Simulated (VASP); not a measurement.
## CsI: single point with PBE

Crystal: CsI.

```
Cs I
1.0
     4.60808    0.00000    0.00000
     0.00000    4.60808    0.00000
     0.00000    0.00000    4.60808
Cs I
1 1
Direct
  0.00000 0.00000 0.00000
  0.50000 0.50000 0.50000
```

```json
{
  "Program": "VASP 6.6.1",
  "Task": "single point",
  "Functional": "PBE",
  "Potentials or basis": "VASP PAW PBE potentials, release 64 (Cs_sv, I)",
  "Cutoff": "500 eV",
  "k mesh": "6 × 6 × 6",
  "Occupations": "gaussian, width 0.01 eV",
  "Spin": "non-collinear spin, zero start, spin-orbit coupling",
  "Starting moments": "[[0.0, 0.0, 0.0], [0.0, 0.0, 0.0]] μB",
  "Dipole correction": "no",
  "Further INCAR settings": "ALGO = Normal; EDIFF = 1e-06; NBANDS = 28"
}
```

* Pressure: 0.4 GPa
* Net moment: 0.00 μB per cell
* Valence electrons inside the program's atomic spheres: Cs 6.57; I 4.33

Moments on the atoms (μB; x, y, z):
```
Cs  0.00 0.00 0.00
I   0.00 0.00 0.00
```

Run time: 3.1 min on 1 thread of Intel Xeon 8259CL (shared host), peak memory 0.42 GiB.
